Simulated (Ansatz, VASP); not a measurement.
## Two plane-wave programs on CdS

```
Cd S
1.0
     0.10939    2.79928    2.87751
     2.97805    0.04836    2.93854
     2.94020    2.82246    0.08621
Cd S
1 1
Cartesian
  0.1195 2.8040 2.8751
  1.4974 1.4260 1.4738
```

Alike in both runs: task single point; functional PBE; k mesh 4 × 4 × 4; no spin polarisation.

|  | VASP | Ansatz |
| --- | --- | --- |
| version | VASP 6.6.1 | Ansatz 0.2.0 |
| potentials or method | VASP PAW PBE potentials, release 64 (Cd, S), cutoff 520 eV | plane waves, PAW |
| occupations | gaussian, width 0.01 eV | fixed |
| valence electrons in the cell | 18 | 26 |

VASP gave:

```
pressure (GPa)                                                : 9.1
traceless stress, the component that is largest in VASP (GPa) : -3.82
rms of the force components (eV/Å)                            : 0.355
```

Problem. Which values does Ansatz return?

Solution. Pressure (GPa): 8.6; traceless stress, the component that is largest in VASP (GPa): -3.74; rms of the force components (eV/Å): 0.344.

Atom by atom the forces differ by 0.011 eV/Å (rms over components). VASP's potentials hold 18 valence electrons a cell and Ansatz's 26, so a difference there can come from the potentials and not from the codes. Ansatz's warnings: stress scf threshold loose.

The k mesh is coarse, so the values compare programs but aren't converged.
